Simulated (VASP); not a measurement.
# TaSi2 (P6_422) in VASP: single point with r2SCAN

Aim: the single point of TaSi2 with r2SCAN.

Everything below comes from runs of VASP 6.6.1. Logs are shortened: lines on timing, memory, paths and dates and some standing lists are left out, and cuts for length are marked.

## 1. The cell of the first run

Symmetry: P6_422, No. 181, hexagonal system. Conventional cell: a = 4.784 Å, b = 4.784 Å, c = 6.570 Å, α = 90.00°, β = 90.00°, γ = 120.00°. Within 3.4 Å of Ta (site symmetry 222) lie 10 Si at 2.61 to 2.83 Å and 4 Ta at 3.24 Å. Si (site symmetry 2) has 9 Si at 2.56 to 3.33 Å and 5 Ta at 2.61 to 2.83 Å within 3.4 Å.

## 2. Single point, r2SCAN

The input, POSCAR:

```
TaSi2
1.0
    4.7839004637      0.0000000000      0.0000000000
   -2.3919502318      4.1429793307      0.0000000000
    0.0000000000      0.0000000000      6.5700000000
Ta Si
3 6
Direct
    0.5000000000      0.0000000000      0.0000000000
    0.5000000000      0.5000000000      0.6666666667
    0.0000000000      0.5000000000      0.3333333333
    0.1589700000      0.3179400000      0.0000000000
    0.8410300000      0.1589700000      0.6666666667
    0.6820600000      0.8410300000      0.3333333333
    0.8410300000      0.6820600000      0.0000000000
    0.1589700000      0.8410300000      0.6666666667
    0.3179400000      0.1589700000      0.3333333333
```

The input, INCAR.step1:

```
SYSTEM = TaSi2
  PREC = Accurate
  ENCUT = 520
  ISMEAR = 0
  SIGMA = 0.1
  LREAL = .FALSE.
  LASPH = .TRUE.
  NELM = 60
  NBANDS = 38
  GGA = PE
  ALGO = Normal
  EDIFF = 1E-4
  LWAVE = .TRUE.
  LCHARG = .FALSE.
```

The input, INCAR.step2:

```
SYSTEM = TaSi2
  PREC = Accurate
  ENCUT = 520
  EDIFF = 1E-6
  ISMEAR = 0
  SIGMA = 0.1
  LREAL = .FALSE.
  LASPH = .TRUE.
  NELM = 60
  ALGO = Normal
  ISIF = 2
  LWAVE = .FALSE.
  LCHARG = .FALSE.
  METAGGA = R2SCAN
  LMIXTAU = .TRUE.
  NBANDS = 38
  ISTART = 1
```

The input, KPOINTS:

```
regular mesh
0
G
  6 6 4
  0 0 0
```

Potentials or basis: VASP PAW PBE potentials, release 64 (Ta_pv, Si).

Launch:

```bash
$ cat potpaw_PBE.64/Ta_pv/POTCAR potpaw_PBE.64/Si/POTCAR > POTCAR
$ cp INCAR.step1 INCAR
$ mpirun -np 1 vasp_std > vasp.out
$ cp INCAR.step2 INCAR
$ mpirun -np 1 vasp_std > vasp.out
```

OUTCAR:

```text
SYSTEM = TaSi2
   PREC = Accurate
   ENCUT = 520
   EDIFF = 1E-6
   ISMEAR = 0
   LREAL = .FALSE.
   LASPH = .TRUE.
   NELM = 60
   ISIF = 2
   METAGGA = R2SCAN
   ISTART = 1

 ion  position               nearest neighbor table
   1  0.500  0.000  0.000-   6 2.61   9 2.61   8 2.61   5 2.61   4 2.73   7 2.73   4 2.73   7 2.73
                             4 2.83   7 2.83   2 3.24   2 3.24   3 3.24   3 3.24
   2  0.500  0.500  0.667-   4 2.61   7 2.61   6 2.61   9 2.61   5 2.73   8 2.73   8 2.73   5 2.73
                             8 2.83   5 2.83   1 3.24   1 3.24   3 3.24   3 3.24
   3  0.000  0.500  0.333-   4 2.61   7 2.61   5 2.61   8 2.61   9 2.73   6 2.73   9 2.73   6 2.73
                             6 2.83   9 2.83   1 3.24   1 3.24   2 3.24   2 3.24
   4  0.159  0.318  0.000-   9 2.56   5 2.56   3 2.61   2 2.61   7 2.63   1 2.73   1 2.73   1 2.83
                             7 2.83   7 2.83
   5  0.841  0.159  0.667-   4 2.56   6 2.56   1 2.61   3 2.61   8 2.63   2 2.73   2 2.73   2 2.83
                             8 2.83   8 2.83
   6  0.682  0.841  0.333-   7 2.56   5 2.56   1 2.61   2 2.61   9 2.63   3 2.73   3 2.73   3 2.83
                             9 2.83   9 2.83
   7  0.841  0.682  0.000-   6 2.56   8 2.56   3 2.61   2 2.61   4 2.63   1 2.73   1 2.73   1 2.83
                             4 2.83   4 2.83
   8  0.159  0.841  0.667-   7 2.56   9 2.56   1 2.61   3 2.61   5 2.63   2 2.73   2 2.73   2 2.83
                             5 2.83   5 2.83
   9  0.318  0.159  0.333-   4 2.56   8 2.56   1 2.61   2 2.61   6 2.63   3 2.73   3 2.73   3 2.83
                             6 2.83   6 2.83

  LATTYP: Found a hexagonal cell.
 ALAT       =     4.7839004637
 C/A-ratio  =     1.3733563334

  Lattice vectors:

 A1 = (   4.7839004637,   0.0000000000,   0.0000000000)
 A2 = (  -2.3919502318,   4.1429793307,   0.0000000000)
 A3 = (   0.0000000000,   0.0000000000,   6.5700000000)

Analysis of symmetry for initial positions (statically):
=====================================================================
 Subroutine PRICEL returns:
 Original cell was already a primitive cell.

 Routine SETGRP: Setting up the symmetry group for a
 hexagonal supercell.

 Subroutine GETGRP returns: Found 12 space group operations
 (whereof  4 operations were pure point group operations)
 out of a pool of 24 trial point group operations.

The static configuration has the point symmetry D_2 .
 The point group associated with its full space group is D_6 .

Analysis of symmetry for dynamics (positions and initial velocities):
=====================================================================
 Subroutine PRICEL returns:
 Original cell was already a primitive cell.

 Routine SETGRP: Setting up the symmetry group for a
 hexagonal supercell.

 Subroutine GETGRP returns: Found 12 space group operations
 (whereof  4 operations were pure point group operations)
 out of a pool of 24 trial point group operations.

The dynamic configuration has the point symmetry D_2 .
 The point group associated with its full space group is D_6 .

 Subroutine INISYM returns: Found 12 space group operations
 (whereof  4 operations are pure point group operations),
 and found     1 'primitive' translations

----------------------------------------------------------------------------------------

                                     Primitive cell

  volume of cell :     130.2148

  direct lattice vectors                    reciprocal lattice vectors
     4.783900464  0.000000000  0.000000000     0.209034450  0.120686096  0.000000000
    -2.391950232  4.142979331  0.000000000     0.000000000  0.241372191  0.000000000
     0.000000000  0.000000000  6.570000000     0.000000000  0.000000000  0.152207002

  length of vectors
     4.783900464  4.783900464  6.570000000     0.241372191  0.241372191  0.152207002

  position of ions in fractional coordinates (direct lattice)
     0.500000000  0.000000000  0.000000000
     0.500000000  0.500000000  0.666666667
     0.000000000  0.500000000  0.333333333
     0.158970000  0.317940000  0.000000000
     0.841030000  0.158970000  0.666666667
     0.682060000  0.841030000  0.333333333
     0.841030000  0.682060000  0.000000000
     0.158970000  0.841030000  0.666666667
     0.317940000  0.158970000  0.333333333

  ion indices of the primitive-cell ions
   primitive index   ion index
                 1           1
                 2           2
                 3           3
                 4           4
                 5           5
                 6           6
                 7           7
                 8           8
                 9           9

----------------------------------------------------------------------------------------

 KPOINTS: regular mesh

Automatic generation of k-mesh.
 Grid dimensions read from file:
 generate k-points for:    6    6    4

 Generating k-lattice:

  Cartesian coordinates                     Fractional coordinates (reciprocal lattice)
     0.034839075  0.020114349  0.000000000     0.166666667  0.000000000  0.000000000
     0.000000000  0.040228699  0.000000000     0.000000000  0.166666667  0.000000000
     0.000000000  0.000000000  0.038051750     0.000000000  0.000000000  0.250000000

  Length of vectors
     0.040228699  0.040228699  0.038051750

  Shift w.r.t. Gamma in fractional coordinates (k-lattice)
     0.000000000  0.000000000  0.000000000

 Subroutine IBZKPT returns following result:
 ===========================================

 Found     21 irreducible k-points:

 Following reciprocal coordinates:
            Coordinates               Weight
  0.000000  0.000000  0.000000      1.000000
  0.166667 -0.000000  0.000000      6.000000
  0.333333  0.000000  0.000000      6.000000
  0.500000  0.000000  0.000000      3.000000
  0.166667  0.166667  0.000000      6.000000
  0.333333  0.166667  0.000000     12.000000
[... 13 lines left out ...]
  0.333333  0.166667  0.500000     12.000000
  0.333333  0.333333  0.500000      2.000000
   k-points           NKPTS =     21   k-points in BZ     NKDIM =     21   number of bands    NBANDS=     38
   number of dos      NEDOS =    301   number of ions     NIONS =      9
   total plane-waves  NPLWV =  64800
   dimension x,y,z NGX =    36 NGY =   36 NGZ =   50
   dimension x,y,z NGXF=    72 NGYF=   72 NGZF=  100
   ions per type =               3   6
   NGX,Y,Z   is equivalent  to a cutoff of  12.51, 12.51, 12.65 a.u.
   NGXF,Y,Z  is equivalent  to a cutoff of  25.02, 25.02, 25.30 a.u.
 SYSTEM =  TaSi2
   PREC   = accura    normal or accurate (medium, high low for compatibility)
   ISTART =      1    job   : 0-new  1-cont  2-samecut
   ICHARG =      0    charge: 1-file 2-atom 10-const
   ISPIN  =      1    spin polarized calculation?
   LNONCOLLINEAR =      F non collinear calculations
   LSORBIT =      F    spin-orbit coupling
   LASPH  =      T    aspherical Exc in radial PAW
   ENCUT  =  520.0 eV  38.22 Ry    6.18 a.u.   8.89  8.89 12.22*2*pi/ulx,y,z
   NELM   =     60;   NELMIN=  2; NELMDL=  0     # of ELM steps
   EDIFF  = 0.1E-05   stopping-criterion for ELM
   LREAL  =      F    real-space projection
   EDIFFG = 0.1E-04   stopping-criterion for IOM
   NSW    =      0    number of steps for IOM
   IBRION =     -1    ionic relax: 0-MD 1-quasi-New 2-CG
   NFREE  =      0    steps in history (QN), initial steepest desc. (CG)
   ISIF   =      2    stress and relaxation
   ISYM   =      2    0-nonsym 1-usesym 2-fastsym
   POTIM  = 0.5000    time-step for ionic-motion
   TEBEG  =    0.0;   TEEND  =   0.0 temperature during run
   PSTRESS=    0.0 pullay stress
   NELECT =      57.0000    total number of electrons
   NUPDOWN=      -1.0000    fix difference up-down
   EMIN   =  10.00;   EMAX   =-10.00  energy-range for DOS
   EFERMI =   0.00;   METHOD = LEGACY
   ISMEAR =     0;   SIGMA  =   0.10  broadening in eV -4-tet -1-fermi 0-gaus
   EFERMI_NEDOS =   21; number of points for ismear=-14 and -15
   IALGO  =     38    algorithm
   IMIX   =      4    mixing-type and parameters
     AMIX     =   0.40;   BMIX     =  1.00
     AMIX_MAG =   1.60;   BMIX_MAG =  1.00
  volume/ion in A,a.u.               =      14.47        97.64
  Fermi-wavevector in a.u.,A,eV,Ry     =   1.243025  2.348976 21.022497  1.545110
  Thomas-Fermi vector in A             =   2.377353
   LORBIT       =      0    0 simple, 1 ext, 2 COOP (PROOUT), +10 PAW based schemes
   METAGGA = R2SCAN    functional components
   LHFCALC =     F    Hartree Fock is set to
   AEXX    =    0.0000 exact exchange contribution
   IVDW    =     0    specifies the selected vdW correction
   LEPSILON=     F    determine dielectric tensor
   LRPA    =     F    only Hartree local field effects (RPA)
 non-spin polarized calculation
 Gauss-broadening in eV      SIGMA  =   0.10
  energy-cutoff  :      520.00
  volume of cell :      130.21
 maximum number of plane-waves:      3546
 NGX is ok and might be reduce to    36
   NGX = 17   NGY = 17   NGZ = 25

 number of electron      57.0000004 magnetization

 Free energy of the ion-electron system (eV)
  ---------------------------------------------------
  ext. energy  EPLUGINS =         0.00000000
  ---------------------------------------------------
  free energy    TOTEN  =      -202.42641081 eV

  energy without entropy =     -202.41146130  energy(sigma->0) =     -202.41893605

 E-fermi :   9.3440     XC(G=0): -12.9853

 val. band max:        9.3070591120   @ k =   0.3333   0.1667   0.5000
 cond. band min:       9.4377688074   @ k =   0.3333   0.1667   0.2500
 fundamental gap:      0.1307096954
 Fermi energy:         9.3440474827

 k-point     1 :       0.0000    0.0000    0.0000
  band No.  band energies     occupation
      1     -26.2724      2.00000
      2     -26.2692      2.00000
      3     -26.2692      2.00000
      4     -26.2006      2.00000
      5     -26.2006      2.00000
      6     -26.0961      2.00000
[... 30 lines left out ...]
     37      13.4927      0.00000
     38      13.6428      0.00000
[... 818 lines left out ...]
     37      13.1254      0.00000
     38      13.1957      0.00000

------------------------ aborting loop because EDIFF is reached ----------------------------------------

  FORCE on cell =-STRESS in cart. coord.  units (eV):
  Direction    XX          YY          ZZ          XY          YZ          ZX
  --------------------------------------------------------------------------------------
  -------------------------------------------------------------------------------------
  Total       -0.4990182     -0.4990182     -0.3101106     -0.0000000      0.0000000      0.0000000
  in kB       -6.1399767     -6.1399767     -3.8156361     -0.0000000      0.0000000      0.0000000
  external PRESSURE =      -5.3651965 kB  Pullay stress =       0.0000000 kB

 VOLUME and BASIS-vectors are now :
 -----------------------------------------------------------------------------
  energy-cutoff  :      520.00
  volume of cell :      130.21
      direct lattice vectors                 reciprocal lattice vectors
     4.783900464  0.000000000  0.000000000     0.209034450  0.120686096  0.000000000
    -2.391950232  4.142979331  0.000000000     0.000000000  0.241372191  0.000000000
     0.000000000  0.000000000  6.570000000     0.000000000  0.000000000  0.152207002

 POSITION                                       TOTAL-FORCE (eV/Angst)
 -----------------------------------------------------------------------------------
      2.39195      0.00000      0.00000         0.000000     -0.000000      0.000000
      1.19598      2.07149      4.38000         0.000000     -0.000000     -0.000000
     -1.19598      2.07149      2.19000         0.000000     -0.000000     -0.000000
      0.00000      1.31722      0.00000        -0.000000     -0.048489     -0.000000
      3.64316      0.65861      4.38000         0.041993     -0.024245      0.000000
      1.25121      3.48437      2.19000         0.041993      0.024245     -0.000000
      2.39195      2.82576      0.00000         0.000000      0.048489     -0.000000
     -1.25121      3.48437      4.38000        -0.041993      0.024245      0.000000
      1.14074      0.65861      2.19000        -0.041993     -0.024245     -0.000000
 -----------------------------------------------------------------------------------
    total drift:                               -0.000000      0.000000     -0.000000

  FREE ENERGIE OF THE ION-ELECTRON SYSTEM (eV)
  ---------------------------------------------------
  free  energy   TOTEN  =      -202.4264108062 eV

  energy  without entropy=     -202.4114612975  energy(sigma->0) =     -202.41893605
```

Wall time 4.6 min (1 thread of Intel Xeon Platinum 8488C (Sapphire Rapids), shared host); peak memory 0.3 GiB.

What came out:

```yaml
Free_energy: -202.4264 eV
Pressure: -0.5 GPa
Largest_force: 0.048 eV/Å
Band_gap_on_the_k_mesh: zero (an odd number of electrons rules out a gap without spin polarisation)
```

Forces on the atoms (eV/Å):
```
Ta   0.000  0.000  0.000
Ta   0.000  0.000  0.000
Ta   0.000  0.000  0.000
Si   0.000 -0.048  0.000
Si   0.042 -0.024  0.000
Si   0.042  0.024  0.000
Si   0.000  0.048  0.000
Si  -0.042  0.024  0.000
Si  -0.042 -0.024  0.000
```

Stress tensor (GPa, compression positive):
```
-0.61  0.00  0.00
 0.00 -0.61  0.00
 0.00  0.00 -0.38
```

Levels at points of the mesh, in eV from the Fermi level:
```csv
k point,band 25,band 26,band 27,band 28,band 29,band 30,band 31,band 32,band 33,band 34
"(0.00, 0.00, 0.00)",-2.64,-2.64,-2.35,-2.35,-1.71,0.84,3.23,3.23,3.75,3.76
"(0.50, 0.00, 0.00)",-2.18,-1.13,-0.77,-0.09,-0.08,0.92,1.26,1.67,2.09,2.44
"(0.00, 0.00, 0.50)",-2.37,-2.26,-2.01,-2.01,1.24,1.24,2.83,2.83,3.70,3.70
"(0.50, 0.00, 0.50)",-2.18,-2.13,-1.92,-0.72,-0.29,1.65,2.10,2.71,2.71,2.81
```

Caveat: the PAW data sets were made with another functional, which shifts forces and pressure a little; spin-orbit coupling is left out, which moves the levels of the heavy elements.
